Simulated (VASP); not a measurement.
Here is a VASP 6.6.1 calculation.

Contents of INCAR:

```
PREC = Accurate
ENCUT = 500
EDIFF = 1E-6
ISMEAR = 0
SIGMA = 0.1
LREAL = F
LASPH = T
NELM = 120
ALGO = Normal
ISIF = 2
LWAVE = F
LCHARG = F
GGA = PE
NBANDS = 13
GGA_COMPAT = F
```

KPOINTS

```
regular mesh
0
Gamma
  3 3 3
```

POSCAR

```
Pb
1.0
    0.0000000000      2.4750200000      2.4750200000
    2.4750200000      0.0000000000      2.4750200000
    2.4750200000      2.4750200000      0.0000000000
Pb
1
Direct
    0.0000000000      0.0000000000      0.0000000000
```

Potentials or basis: VASP PAW PBE potentials, release 64 (Pb_d).

Launch:

```bash
$ cat potpaw_PBE.64/Pb_d/POTCAR > POTCAR
$ mpirun -np 1 vasp_std > vasp.out
```

(1) Predict the band gap on the k mesh.

(2) Predict the pressure.

Answers

(1) zero (band 7 reaches 14.67 eV, above the bottom of band 8 at 5.71 eV).

(2) 1.3 GPa.

Caveat: the k points lie up to 0.73 Å⁻¹ apart; spin-orbit coupling is left out, which moves the levels of the heavy elements.
